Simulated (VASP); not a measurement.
A run of VASP 6.6.1 is set up as follows.

The input POSCAR:

```
Ta
1.0
   -1.6537337098      1.6537337098      1.6537337098
    1.6537337098     -1.6537337098      1.6537337098
    1.6537337098      1.6537337098     -1.6537337098
Ta
1
Direct
    0.0000000000      0.0000000000      0.0000000000
```

Contents of INCAR.step1:

```
PREC     = Accurate       # precision mode
ENCUT    = 520            # plane-wave cutoff, eV
ISMEAR   = -1             # smearing method
SIGMA    = 0.15           # smearing width, eV
LREAL    = False          # projectors in reciprocal space
LASPH    = True           # aspherical terms in the spheres
NELM     = 80             # most SCF steps
NBANDS   = 12             # bands
GGA      = PE             # functional
ALGO     = Normal         # electronic algorithm
EDIFF    = 1E-4           # SCF threshold, eV
LWAVE    = True           # write WAVECAR
LCHARG   = False          # write CHGCAR
```

Contents of INCAR.step2:

```
PREC     = Accurate       # precision mode
ENCUT    = 520            # plane-wave cutoff, eV
EDIFF    = 1E-6           # SCF threshold, eV
ISMEAR   = -1             # smearing method
SIGMA    = 0.15           # smearing width, eV
LREAL    = False          # projectors in reciprocal space
LASPH    = True           # aspherical terms in the spheres
NELM     = 80             # most SCF steps
ALGO     = Normal         # electronic algorithm
ISIF     = 2              # what is computed and relaxed
LWAVE    = False          # write WAVECAR
LCHARG   = False          # write CHGCAR
METAGGA  = R2SCAN         # meta-GGA
LMIXTAU  = True         
NBANDS   = 12             # bands
ISTART   = 1
```

Contents of KPOINTS:

```
regular mesh
0
Gamma
  18 18 18
```

Potentials or basis: VASP PAW PBE potentials, release 64 (Ta_pv).

The run is started by

```bash
$ cat potpaw_PBE.64/Ta_pv/POTCAR > POTCAR
$ cp INCAR.step1 INCAR
$ mpirun -np 1 vasp_std > vasp.out
$ cp INCAR.step2 INCAR
$ mpirun -np 1 vasp_std > vasp.out
```

Question: What does it give for the pressure?

Answer: 0.6 GPa.

Caveat: the PAW data sets were made with another functional, which shifts forces and pressure a little.
